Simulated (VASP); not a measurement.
# MgO: single point with LDA

MgO:

```
Mg O
1.0
     2.84988    0.00000    0.00000
    -1.42494    2.46807    0.00000
     0.00000    0.00000    2.63948
Mg O
1 1
Direct
  0.00000 0.00000 0.00000
  0.33333 0.66667 0.50000
```

This cell differs from its parent crystal: strain -0.030 along x and y, -0.015 along z.

* Program: VASP 6.6.1
* Task: single point
* Functional: LDA
* Potentials or basis: VASP PAW LDA potentials, release 64 (Mg, O)
* Cutoff: 520 eV
* k mesh: 9 × 9 × 8
* Occupations: gaussian, width 0.05 eV
* Spin: no spin polarisation

The pressure is -0.7 GPa. The band gap on the k mesh is 3.55 eV, indirect (least direct gap 4.07 eV).

Stress tensor (GPa, compression positive):
```
 1.93  0.00  0.00
 0.00  1.93  0.00
 0.00  0.00 -5.98
```

Levels at points of the mesh, in eV from the valence-band top:
```csv
k point,band 2,band 3,band 4,band 5,band 6,band 7
"(0.00, 0.00, 0.00)",-0.53,-0.53,-0.52,3.55,11.84,16.20
"(0.00, 0.00, 0.50)",-5.80,0.00,0.00,8.98,9.43,17.95
```

It took 3.8 s on 1 thread of Intel(R) Xeon(R) 6975P-C (Granite Rapids) (shared host), peak memory 0.13 GiB.

Caveat: the cell differs from its parent crystal (strain -0.030 along x and y, -0.015 along z). A k mesh can miss the band edges.
